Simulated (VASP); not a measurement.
A run of VASP 6.6.1:

Contents of INCAR:

```
  PREC = Accurate
  ENCUT = 520
  EDIFF = 1E-6
  ISMEAR = -1
  SIGMA = 0.086
  LREAL = False
  LASPH = True
  NELM = 60
  ALGO = Normal
  ISIF = 2
  LWAVE = False
  LCHARG = False
  GGA = PE
  NBANDS = 48
```

The input KPOINTS:

```
regular mesh
0
Gamma
  4 4 2
```

POSCAR

```
InSe
1.0
    5.8791298182     -2.0549041834      0.0681376776
    5.8791298182      2.0549041834      0.0681376776
   -3.3666467102      0.0000000000      8.7717782030
In Se
4 4
Direct
    0.1282480391      0.0962718523      0.4849070095
    0.8946962559      0.8801276934      0.0202615267
    0.1078086915      0.1181016288      0.9899322343
    0.8651906149      0.9141267165      0.5134707405
    0.3517840281      0.3165955261      0.1720590893
    0.6344622904      0.6827516466      0.3161091215
    0.3614742935      0.3394333631      0.6805469361
    0.6581773114      0.6486751652      0.8188225855
```

Potentials or basis: VASP PAW PBE potentials, release 64 (In_d, Se).

The run is started by

```bash
$ cat potpaw_PBE.64/In_d/POTCAR potpaw_PBE.64/Se/POTCAR > POTCAR
$ mpirun -np 1 vasp_std > vasp.out
```

Hardware: 1 thread of Intel(R) Xeon(R) 6975P-C (Granite Rapids) (shared host).

Task: How long does it take, and how much memory?

Result: Wall time 2.5 min on 1 thread of Intel(R) Xeon(R) 6975P-C (Granite Rapids), with other jobs on the host, peak memory 0.47 GiB. Counts: scf iterations 14, k points 20.
